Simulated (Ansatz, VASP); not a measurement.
Two plane-wave programs on Ta

```
CELL_PARAMETERS angstrom
3.28048 0.00000 0.00000
0.00000 3.28048 0.00000
0.00000 0.00000 3.14926
ATOMIC_POSITIONS crystal
Ta 0.00000 0.00000 0.00000
Ta 0.50000 0.50000 0.50000
```

Change from the starting cell: strain along c alone, the other axes held, atoms relaxed: -4.0 %.

Alike in both runs: task single point; functional PBEsol; k mesh 16 × 16 × 16; occupations gaussian, width 0.1 eV; no spin polarisation.

|  | VASP | Ansatz |
| --- | --- | --- |
| version | VASP 6.6.1 | Ansatz 0.2.0 |
| potentials or method | VASP PAW PBE potentials, release 64 (Ta_pv), cutoff 520 eV | scalar-relativistic, plane waves, PAW |
| valence electrons in the cell | 22 | 26 |

VASP gave:

| Property | Result |
| --- | --- |
| gap on the k mesh at the Fermi level (eV) | none |
| pressure (GPa) | 9.7 |
| traceless stress, the component that is largest in VASP (GPa) | 3.53 |

Question: What did Ansatz give for the same quantities?

Answer: gap on the k mesh at the Fermi level (eV): none; pressure (GPa): 9.4; traceless stress, the component that is largest in VASP (GPa): 3.54.

VASP's potentials were made for PBE, not for PBEsol. A gap of «none» marks a metal or a gap that the smearing closes. VASP's potentials hold 22 valence electrons a cell and Ansatz's 26, so a difference there can come from the potentials and not from the codes.

Neither program's run includes spin-orbit coupling.
